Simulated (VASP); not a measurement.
A run of VASP 6.6.1:

The input INCAR:

```
SYSTEM = W
PREC = Accurate
ENCUT = 520
EDIFF = 1E-7
ISMEAR = 0
SIGMA = 0.15
LREAL = .FALSE.
LASPH = .TRUE.
NELM = 80
ALGO = Fast
ISIF = 2
LWAVE = .FALSE.
LCHARG = .TRUE.
GGA = PE
LELF = .TRUE.
LVHAR = .TRUE.
NBANDS = 13
```

The input KPOINTS:

```
regular mesh
0
G
  20 20 20
  0 0 0
```

POSCAR

```
W
1.0
   -1.5973000000      1.5973000000      1.6611920000
    1.5973000000     -1.5973000000      1.6611920000
    1.5973000000      1.5973000000     -1.6611920000
W
1
Direct
    0.0000000000      0.0000000000      0.0000000000
```

Potentials or basis: VASP PAW PBE potentials, release 64 (W_sv).

Run with:

```sh
$ cat potpaw_PBE.64/W_sv/POTCAR > POTCAR
$ mpirun -np 1 vasp_std > vasp.out
```

Hardware: 1 thread of AMD EPYC 9R45 96-Core Processor (Zen 5), with other jobs on the host.

Task: Estimate the wall time of this run.

Result: Wall time 110 s on 1 thread of AMD EPYC 9R45 96-Core Processor (Zen 5), on a shared host, peak memory 0.22 GiB. Counts: scf iterations 15, k points 641.
